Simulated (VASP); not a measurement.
# Al6H in VASP: a series of runs

The runs below take Al6H through single point, with PBE.

All numbers are computed with VASP 6.6.1; they aren't measurements. Logs are shortened: lines on timing, memory, paths and dates and some standing lists are left out, and cuts for length are marked.

### Step 1. The cell of the first run

The cell holds a slab with vacuum, 14 atoms: a = 5.714 Å, b = 5.714 Å, c = 22.602 Å, α = 90.00°, β = 90.00°, γ = 120.00°.

### Step 2. Single point, PBE

INCAR

```
SYSTEM = Al6H
PREC = Accurate
ENCUT = 520
EDIFF = 1E-6
ISMEAR = 0
SIGMA = 0.1
LREAL = .False.
LASPH = .True.
NELM = 100
ALGO = Normal
ISIF = 2
LWAVE = .False.
LCHARG = .False.
LDIPOL = .True.
IDIPOL = 3
DIPOL = 0.5 0.5 0.310
GGA = PE
NBANDS = 32
```

KPOINTS

```
Automatic mesh
0
Gamma
  6 6 1
  0 0 0
```

POSCAR

```
Al6H
1.0
    5.7143028096      0.0000000000      0.0000000000
   -2.8571514048      4.9487313980      0.0000000000
    0.0000000000      0.0000000000     22.6016424636
Al H
12 2
Direct
    0.3333333333      0.1666666667      0.1769782885
    0.3333333333      0.6666666667      0.1769782885
    0.8333333333      0.1666666667      0.1769782885
    0.8333333333      0.6666666667      0.1769782885
    0.1666666667      0.3333333333      0.2787817904
    0.1666666667      0.8333333333      0.2787817904
    0.6666666667      0.3333333333      0.2787817904
    0.6666666667      0.8333333333      0.2787817904
    0.0000000000      0.0000000000      0.3805759903
    0.0000000000      0.5000000000      0.3805759903
    0.5000000000      0.0000000000      0.3805759903
    0.5000000000      0.5000000000      0.3805759903
    0.2171633017      0.4343266034      0.4956118778
    0.2828366983      0.5656733966      0.4956118778
```

Potentials or basis: VASP PAW PBE potentials, release 64 (Al, H).

The run is started by

```console
cat potpaw_PBE.64/Al/POTCAR potpaw_PBE.64/H/POTCAR > POTCAR
mpirun -np 1 vasp_std > vasp.out
```

OUTCAR:

```text
SYSTEM = Al6H
   PREC = Accurate
   ENCUT = 520
   EDIFF = 1E-6
   ISMEAR = 0
   LREAL = .False.
   LASPH = .True.
   NELM = 100
   ISIF = 2
   GGA = PE

 ion  position               nearest neighbor table
   1  0.333  0.167  0.177-   5 2.83   6 2.83   7 2.83   4 2.86   2 2.86   2 2.86   4 2.86   3 2.86
                             3 2.86
   2  0.333  0.667  0.177-   6 2.83   5 2.83   8 2.83   3 2.86   1 2.86   1 2.86   3 2.86   4 2.86
                             4 2.86
   3  0.833  0.167  0.177-   7 2.83   8 2.83   5 2.83   4 2.86   2 2.86   4 2.86   2 2.86   1 2.86
                             1 2.86
   4  0.833  0.667  0.177-   8 2.83   7 2.83   6 2.83   3 2.86   1 2.86   3 2.86   1 2.86   2 2.86
                             2 2.86
   5  0.167  0.333  0.279-   9 2.83  12 2.83  10 2.83   1 2.83   2 2.83   3 2.83   8 2.86   6 2.86
                             6 2.86   8 2.86   7 2.86   7 2.86
   6  0.167  0.833  0.279-  10 2.83  11 2.83   9 2.83   2 2.83   1 2.83   4 2.83   7 2.86   5 2.86
                             5 2.86   7 2.86   8 2.86   8 2.86
   7  0.667  0.333  0.279-  11 2.83  10 2.83  12 2.83   3 2.83   4 2.83   1 2.83   8 2.86   6 2.86
                             8 2.86   6 2.86   5 2.86   5 2.86
   8  0.667  0.833  0.279-  12 2.83   9 2.83  11 2.83   4 2.83   3 2.83   2 2.83   7 2.86   5 2.86
                             7 2.86   5 2.86   6 2.86   6 2.86
   9  0.000  0.000  0.381-   5 2.83   8 2.83   6 2.83  10 2.86  12 2.86  10 2.86  12 2.86  11 2.86
                            11 2.86
  10  0.000  0.500  0.381-   6 2.83   7 2.83   5 2.83   9 2.86  11 2.86   9 2.86  11 2.86  12 2.86
                            12 2.86
  11  0.500  0.000  0.381-   7 2.83   6 2.83   8 2.83  10 2.86  12 2.86  12 2.86  10 2.86   9 2.86
                             9 2.86
  12  0.500  0.500  0.381-   8 2.83   5 2.83   7 2.83   9 2.86  11 2.86  11 2.86   9 2.86  10 2.86
                            10 2.86
  13  0.217  0.434  0.496-  14 0.65
  14  0.283  0.566  0.496-  13 0.65

  LATTYP: Found a hexagonal cell.
 ALAT       =     5.7143028096
 C/A-ratio  =     3.9552755982

  Lattice vectors:

 A1 = (   5.7143028096,   0.0000000000,   0.0000000000)
 A2 = (  -2.8571514048,   4.9487313980,   0.0000000000)
 A3 = (   0.0000000000,   0.0000000000,  22.6016424636)

Analysis of symmetry for initial positions (statically):
=====================================================================
 Subroutine PRICEL returns:
 Original cell was already a primitive cell.

 Routine SETGRP: Setting up the symmetry group for a
 hexagonal supercell.

 Subroutine GETGRP returns: Found  2 space group operations
 (whereof  2 operations were pure point group operations)
 out of a pool of 24 trial point group operations.

[... 151 lines left out ...]
   GGA     = PE    functional components
   LHFCALC =     F    Hartree Fock is set to
   AEXX    =    0.0000 exact exchange contribution
   IVDW    =     0    specifies the selected vdW correction
   LEPSILON=     F    determine dielectric tensor
   LRPA    =     F    only Hartree local field effects (RPA)
 non-spin polarized calculation
 Gauss-broadening in eV      SIGMA  =   0.10
  energy-cutoff  :      520.00
  volume of cell :      639.14
 maximum number of plane-waves:     17305
   NGX = 21   NGY = 21   NGZ = 85

 dipolmoment           0.000000      0.000000      0.000028 electrons x Angstroem

 number of electron      38.0000002 magnetization

 dipolmoment           0.000000      0.000000     -0.021483 electrons x Angstroem

 Free energy of the ion-electron system (eV)
  ---------------------------------------------------
  ext. energy  EPLUGINS =         0.00000000
  ---------------------------------------------------
  free energy    TOTEN  =       -48.56122460 eV

  energy without entropy =      -48.52819442  energy(sigma->0) =      -48.54470951

 E-fermi :  -0.1124     XC(G=0):  -4.1023

 val. band max:       -0.1240541563   @ k =   0.5000   0.3333   0.0000
 cond. band min:      -0.0763323021   @ k =   0.1667   0.1667   0.0000
 fundamental gap:      0.0477218542
 Fermi energy:        -0.1124296618

 k-point     1 :       0.0000    0.0000    0.0000
  band No.  band energies     occupation
      1     -10.6778      2.00000
      2      -9.0049      2.00000
      3      -7.6169      2.00000
      4      -6.1491      2.00000
      5      -4.8008      2.00000
      6      -4.7984      2.00000
[... 431 lines left out ...]
     30       3.2052      0.00000
     31       3.3271      0.00000
 [bands above 31 left out]

------------------------ aborting loop because EDIFF is reached ----------------------------------------

 vacuum level on the upper side and lower side of the slab       (xc-potential included)        -0.079         0.055

  FORCE on cell =-STRESS in cart. coord.  units (eV):
  Direction    XX          YY          ZZ          XY          YZ          ZX
  --------------------------------------------------------------------------------------
  -------------------------------------------------------------------------------------
  Total       -2.8559829      0.1424674      1.1617425      0.0000000     -0.0891378      0.0000000
  in kB       -7.1592752      0.3571322      2.9122143      0.0000000     -0.2234473      0.0000000
  external PRESSURE =      -1.2966429 kB  Pullay stress =       0.0000000 kB

 VOLUME and BASIS-vectors are now :
 -----------------------------------------------------------------------------
  energy-cutoff  :      520.00
  volume of cell :      639.14
      direct lattice vectors                 reciprocal lattice vectors
     5.714302810  0.000000000  0.000000000     0.174999476  0.101035995  0.000000000
    -2.857151405  4.948731398  0.000000000     0.000000000  0.202071990  0.000000000
     0.000000000  0.000000000 22.601642464     0.000000000  0.000000000  0.044244572

 POSITION                                       TOTAL-FORCE (eV/Angst)
 -----------------------------------------------------------------------------------
      1.42858      0.82479      4.00000        -0.000023     -0.000154     -0.006146
     -0.00000      3.29915      4.00000        -0.000000     -0.009141     -0.013575
      4.28573      0.82479      4.00000         0.000023     -0.000154     -0.006146
      2.85715      3.29915      4.00000        -0.000000      0.009186     -0.008763
      0.00000      1.64958      6.30093        -0.000000      0.019710     -0.031548
     -1.42858      4.12394      6.30093        -0.001144     -0.010222     -0.011471
      2.85715      1.64958      6.30093        -0.000000      0.019917      0.013717
      1.42858      4.12394      6.30093         0.001144     -0.010222     -0.011471
      0.00000      0.00000      8.60164        -0.000000      0.001010     -0.011406
     -1.42858      2.47437      8.60164        -0.032389      0.006571     -0.130377
      2.85715      0.00000      8.60164        -0.000000     -0.015327     -0.016564
      1.42858      2.47437      8.60164         0.032389      0.006571     -0.130377
     -0.00000      2.14937     11.20164        -0.000000     -4.964742      0.188282
      0.00000      2.79937     11.20164         0.000000      4.946996      0.175845
 -----------------------------------------------------------------------------------
    total drift:                               -0.000000     -0.000002     -0.000032

  FREE ENERGIE OF THE ION-ELECTRON SYSTEM (eV)
  ---------------------------------------------------
  free  energy   TOTEN  =       -48.5612245979 eV

  energy  without entropy=      -48.5281944197  energy(sigma->0) =      -48.54470951

 vacuum level on the upper side and lower side of the slab         3.681         3.817
```

Run time: 9.3 min. Hardware: 1 thread of AMD EPYC 7R43 (Zen 3), shared host; peak memory 0.66 GiB.

Results:

```
Free energy            : -48.5612 eV
Largest force          : 4.968 eV/Å
Band gap on the k mesh : zero (bands 19 and 20 overlap by 1.01 eV)
```

Forces on the atoms (eV/Å):
```
Al   0.000  0.000 -0.006
Al   0.000 -0.009 -0.014
Al   0.000  0.000 -0.006
Al   0.000  0.009 -0.009
Al   0.000  0.020 -0.032
Al  -0.001 -0.010 -0.011
Al   0.000  0.020  0.014
Al   0.001 -0.010 -0.011
Al   0.000  0.001 -0.011
Al  -0.032  0.007 -0.130
Al   0.000 -0.015 -0.017
Al   0.032  0.007 -0.130
H    0.000 -4.965  0.188
H    0.000  4.947  0.176
```

Levels at points of the mesh, in eV from the Fermi level:
```tsv
k point	band 15	band 16	band 17	band 18	band 19	band 20	band 21	band 22	band 23	band 24
(0.00, 0.00, 0.00)	-2.73	-2.73	-2.72	-0.41	-0.40	-0.38	-0.16	-0.16	-0.14	0.68
(0.50, 0.00, 0.00)	-1.52	-0.48	-0.48	-0.21	-0.21	0.93	0.95	1.27	1.33	1.64
(0.00, 0.50, 0.00)	-1.52	-0.48	-0.48	-0.21	-0.21	0.93	0.94	1.28	1.33	1.62
```

### Step 3. Single point, PBE

INCAR

```
SYSTEM = Al6H
PREC = Accurate ; ENCUT = 520
EDIFF = 1E-6 ; ISMEAR = 0
SIGMA = 0.1 ; LREAL = .False.
LASPH = .True. ; NELM = 100
ALGO = Normal ; ISIF = 2
LWAVE = .False. ; LCHARG = .False.
LDIPOL = .True. ; IDIPOL = 3
DIPOL = 0.5 0.5 0.316 ; GGA = PE
NBANDS = 32
```

KPOINTS is that of step 2.

POSCAR: that of step 2 with these lines changed.

```diff
@@ -20,3 +20,3 @@
     0.5000000000      0.5000000000      0.3805759903
-    0.2171633017      0.4343266034      0.4956118778
-    0.2828366983      0.5656733966      0.4956118778
+    0.2171633017      0.4343266034      0.5398564500
+    0.2828366983      0.5656733966      0.5398564500
```

Potentials or basis: VASP PAW PBE potentials, release 64 (Al, H).

The run is started by

```console
cat potpaw_PBE.64/Al/POTCAR potpaw_PBE.64/H/POTCAR > POTCAR
mpirun -np 1 vasp_std > vasp.out
```

Wall time 13 min (1 thread of AMD EPYC 7R43 (Zen 3), shared host); peak memory 0.65 GiB.

The run converged. Its results:

* Free energy: -48.6893 eV
* Largest force: 4.895 eV/Å
* Band gap on the k mesh: zero (bands 19 and 20 overlap by 1.02 eV)

Forces on the atoms (eV/Å):
```
Al  -0.001  0.001  0.004
Al   0.000 -0.002  0.003
Al   0.001  0.001  0.004
Al   0.000  0.000  0.004
Al   0.000  0.003 -0.005
Al   0.001 -0.002 -0.001
Al   0.000  0.003  0.001
Al  -0.001 -0.002 -0.001
Al   0.000  0.001 -0.003
Al   0.001  0.001 -0.009
Al   0.000 -0.003 -0.003
Al  -0.001  0.001 -0.009
H    0.000 -4.895  0.008
H    0.000  4.894  0.007
```

Levels at points of the mesh, in eV from the Fermi level:
```tsv
k point	band 15	band 16	band 17	band 18	band 19	band 20	band 21	band 22	band 23	band 24
(0.00, 0.00, 0.00)	-2.73	-2.73	-2.73	-0.39	-0.39	-0.39	-0.15	-0.15	-0.15	0.54
(0.50, 0.00, 0.00)	-1.63	-0.49	-0.49	-0.22	-0.22	0.94	0.94	1.31	1.32	1.65
(0.00, 0.50, 0.00)	-1.63	-0.49	-0.49	-0.22	-0.22	0.94	0.94	1.31	1.32	1.65
```

### Step 4. Single point, PBE

INCAR

```
  PREC = Accurate
  ENCUT = 520
  EDIFF = 1E-6
  ISMEAR = 0
  SIGMA = 0.1
  LREAL = False
  LASPH = True
  NELM = 60
  ALGO = Normal
  ISIF = 2
  LWAVE = False
  LCHARG = False
  LDIPOL = True
  IDIPOL = 3
  DIPOL = 0.5 0.5 0.296
  GGA = PE
  NBANDS = 32
```

KPOINTS

```
Automatic mesh
0
Gamma
  6 6 1
```

POSCAR: that of step 3 with these lines changed.

```diff
@@ -20,3 +20,3 @@
     0.5000000000      0.5000000000      0.3805759903
-    0.2171633017      0.4343266034      0.5398564500
-    0.2828366983      0.5656733966      0.5398564500
+    0.2035739604      0.4071479207      0.4004860478
+    0.2964260396      0.5928520793      0.4004860478
```

Potentials or basis: VASP PAW PBE potentials, release 64 (Al, H).

The run is started by

```console
cat potpaw_PBE.64/Al/POTCAR potpaw_PBE.64/H/POTCAR > POTCAR
mpirun -np 1 vasp_std > vasp.out
```

OUTCAR:

```text
PREC = Accurate
   ENCUT = 520
   EDIFF = 1E-6
   ISMEAR = 0
   LREAL = False
   LASPH = True
   NELM = 60
   ISIF = 2
   GGA = PE

 ion  position               nearest neighbor table
   1  0.333  0.167  0.177-   5 2.83   6 2.83   7 2.83   4 2.86   2 2.86   2 2.86   4 2.86   3 2.86
                             3 2.86
   2  0.333  0.667  0.177-   6 2.83   5 2.83   8 2.83   3 2.86   1 2.86   1 2.86   3 2.86   4 2.86
                             4 2.86
   3  0.833  0.167  0.177-   7 2.83   8 2.83   5 2.83   4 2.86   2 2.86   4 2.86   2 2.86   1 2.86
                             1 2.86
   4  0.833  0.667  0.177-   8 2.83   7 2.83   6 2.83   3 2.86   1 2.86   3 2.86   1 2.86   2 2.86
                             2 2.86
   5  0.167  0.333  0.279-   9 2.83  12 2.83  10 2.83   1 2.83   2 2.83   3 2.83   8 2.86   6 2.86
                             6 2.86   8 2.86   7 2.86   7 2.86
   6  0.167  0.833  0.279-  10 2.83  11 2.83   9 2.83   2 2.83   1 2.83   4 2.83   7 2.86   5 2.86
                             5 2.86   7 2.86   8 2.86   8 2.86
   7  0.667  0.333  0.279-  11 2.83  10 2.83  12 2.83   3 2.83   4 2.83   1 2.83   8 2.86   6 2.86
                             8 2.86   6 2.86   5 2.86   5 2.86
   8  0.667  0.833  0.279-  12 2.83   9 2.83  11 2.83   4 2.83   3 2.83   2 2.83   7 2.86   5 2.86
                             7 2.86   5 2.86   6 2.86   6 2.86
   9  0.000  0.000  0.381-  13 2.06   5 2.83   8 2.83   6 2.83  12 2.86  10 2.86  10 2.86  12 2.86
                            11 2.86  11 2.86
  10  0.000  0.500  0.381-  14 1.57  13 1.57   6 2.83   7 2.83   5 2.83   9 2.86  11 2.86   9 2.86
                            11 2.86  12 2.86  12 2.86
  11  0.500  0.000  0.381-  14 2.06   7 2.83   6 2.83   8 2.83  12 2.86  10 2.86  12 2.86  10 2.86
                             9 2.86   9 2.86
  12  0.500  0.500  0.381-  13 1.57  14 1.57   8 2.83   5 2.83   7 2.83   9 2.86  11 2.86  11 2.86
                             9 2.86  10 2.86  10 2.86
  13  0.204  0.407  0.400-  12 1.57  10 1.57   9 2.06
  14  0.296  0.593  0.400-  10 1.57  12 1.57  11 2.06

  LATTYP: Found a hexagonal cell.
 ALAT       =     5.7143028096
 C/A-ratio  =     3.9552755982

  Lattice vectors:

 A1 = (   5.7143028096,   0.0000000000,   0.0000000000)
 A2 = (  -2.8571514048,   4.9487313980,   0.0000000000)
 A3 = (   0.0000000000,   0.0000000000,  22.6016424636)
[... 187 lines left out ...]
  free energy    TOTEN  =       -45.71146692 eV

  energy without entropy =      -45.68170140  energy(sigma->0) =      -45.69658416

 E-fermi :   0.0259     XC(G=0):  -3.9786

 val. band max:       -0.0149949855   @ k =  -0.1667   0.5000   0.0000
 cond. band min:       0.0589892495   @ k =   0.1667   0.1667   0.0000
 fundamental gap:      0.0739842350
 Fermi energy:         0.0258598436

 k-point     1 :       0.0000    0.0000    0.0000
  band No.  band energies     occupation
      1     -13.1842      2.00000
      2     -10.3494      2.00000
      3      -8.2363      2.00000
      4      -5.8469      2.00000
      5      -5.3756      2.00000
      6      -4.8470      2.00000
[... 431 lines left out ...]
     30       3.1972      0.00000
     31       3.4716      0.00000
 [bands above 31 left out]

------------------------ aborting loop because EDIFF is reached ----------------------------------------

 vacuum level on the upper side and lower side of the slab       (xc-potential included)        -0.165         0.063

  FORCE on cell =-STRESS in cart. coord.  units (eV):
  Direction    XX          YY          ZZ          XY          YZ          ZX
  --------------------------------------------------------------------------------------
  -------------------------------------------------------------------------------------
  Total        9.5390663      1.3611545      2.0293699      0.0000000     -0.1000748      0.0000000
  in kB       23.9121880      3.4120932      5.0871513      0.0000000     -0.2508639      0.0000000
  external PRESSURE =      10.8038108 kB  Pullay stress =       0.0000000 kB

 VOLUME and BASIS-vectors are now :
 -----------------------------------------------------------------------------
  energy-cutoff  :      520.00
  volume of cell :      639.14
      direct lattice vectors                 reciprocal lattice vectors
     5.714302810  0.000000000  0.000000000     0.174999476  0.101035995  0.000000000
    -2.857151405  4.948731398  0.000000000     0.000000000  0.202071990  0.000000000
     0.000000000  0.000000000 22.601642464     0.000000000  0.000000000  0.044244572

 POSITION                                       TOTAL-FORCE (eV/Angst)
 -----------------------------------------------------------------------------------
      1.42858      0.82479      4.00000        -0.016094     -0.025402     -0.076825
     -0.00000      3.29915      4.00000         0.000000      0.001615     -0.000885
      4.28573      0.82479      4.00000         0.016094     -0.025402     -0.076825
      2.85715      3.29915      4.00000         0.000000      0.036676     -0.111752
      0.00000      1.64958      6.30093         0.000000      0.091026      0.017097
     -1.42858      4.12394      6.30093        -0.006340     -0.005753      0.100639
      2.85715      1.64958      6.30093         0.000000     -0.019022      0.044893
      1.42858      4.12394      6.30093         0.006340     -0.005753      0.100639
      0.00000      0.00000      8.60164         0.000000     -0.242203     -0.060823
     -1.42858      2.47437      8.60164        -4.316787     -0.067651     -1.521914
      2.85715      0.00000      8.60164         0.000000      0.370822     -0.111692
      1.42858      2.47437      8.60164         4.316787     -0.067651     -1.521914
      0.00000      2.01487      9.05164         0.000000     -3.618361      1.681633
     -0.00000      2.93387      9.05164        -0.000000      3.577058      1.537729
 -----------------------------------------------------------------------------------
    total drift:                               -0.000000      0.000027     -0.000140

  FREE ENERGIE OF THE ION-ELECTRON SYSTEM (eV)
  ---------------------------------------------------
  free  energy   TOTEN  =       -45.7114669154 eV

  energy  without entropy=      -45.6817013988  energy(sigma->0) =      -45.69658416

 vacuum level on the upper side and lower side of the slab         3.640         3.832
```

It took 10 min on 1 thread of AMD EPYC 7R43 (Zen 3), shared host; peak memory 0.65 GiB.

Results:

```
Free energy            : -45.7115 eV
Largest force          : 4.578 eV/Å
Band gap on the k mesh : zero (bands 19 and 20 overlap by 1.07 eV)
```

Forces in eV/Å, atoms in the order of the input:
```
Al  -0.016 -0.025 -0.077
Al   0.000  0.002 -0.001
Al   0.016 -0.025 -0.077
Al   0.000  0.037 -0.112
Al   0.000  0.091  0.017
Al  -0.006 -0.006  0.101
Al   0.000 -0.019  0.045
Al   0.006 -0.006  0.101
Al   0.000 -0.242 -0.061
Al  -4.317 -0.068 -1.522
Al   0.000  0.371 -0.112
Al   4.317 -0.068 -1.522
H    0.000 -3.618  1.682
H    0.000  3.577  1.538
```

### Step 5. Summary

| cell | gap on the mesh (eV) | largest force (eV/Å) |
| --- | --- | --- |
| as given, atomic positions A | none | 4.97 |
| as given, atomic positions B | none | 4.90 |
| as given, atomic positions C | none | 4.58 |

Alike in all rows: task single point; level PBE; potentials or basis VASP PAW PBE potentials, release 64 (Al, H); no spin polarisation; k mesh 6 × 6 × 1; cutoff (eV) 520; smearing gaussian 0.1 eV.

Absolute energies hang on the potentials; compare differences alone.

The gap in the log of VASP goes by the Fermi energy; the results here count the filled bands.